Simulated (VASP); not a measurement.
InSb:

```
CELL_PARAMETERS angstrom
0.00000 3.23910 3.23910
3.23910 0.00000 3.23910
3.23910 3.23910 0.00000
ATOMIC_POSITIONS crystal
In 0.00000 0.00000 0.00000
Sb 0.25000 0.25000 0.25000
```

```yaml
Program: VASP 6.6.1
Task: relaxation of cell and atoms
Functional: r2SCAN
Potentials_or_basis: VASP PAW PBE potentials, release 64 (In_d, Sb)
Cutoff: 600 eV
k_mesh: 10 × 10 × 10
Occupations: gaussian, width 0.01 eV
Spin: no spin polarisation
```

At the start: pressure 1.7 GPa; volume 33.98 Å³/atom.

Question: How do energy, volume and symmetry change on relaxing?

Answer: Over 3 steps the energy falls by 6.4 meV/atom and the volume is 35.23 Å³/atom (+3.7 %); space group F-43m (No. 216, to 0.05 Å).

The path:
```csv
step,energy change (eV),largest force (eV/Å),pressure (GPa),volume (Å³)
1,0.0000,0.0000,1.71,67.97
2,-0.0105,0.0000,-0.65,71.60
3,-0.0128,0.0000,0.00,70.47
```

Final structure:
```xyz
2
Lattice="0.0000 3.2783 3.2783 3.2783 0.0000 3.2783 3.2783 3.2783 0.0000" Properties=species:S:1:pos:R:3 pbc="T T T"
In    0.0000    0.0000    0.0000
Sb    1.6391    1.6391    1.6391
```

Caveat: the PAW data sets were made with another functional, which shifts forces and pressure a little.
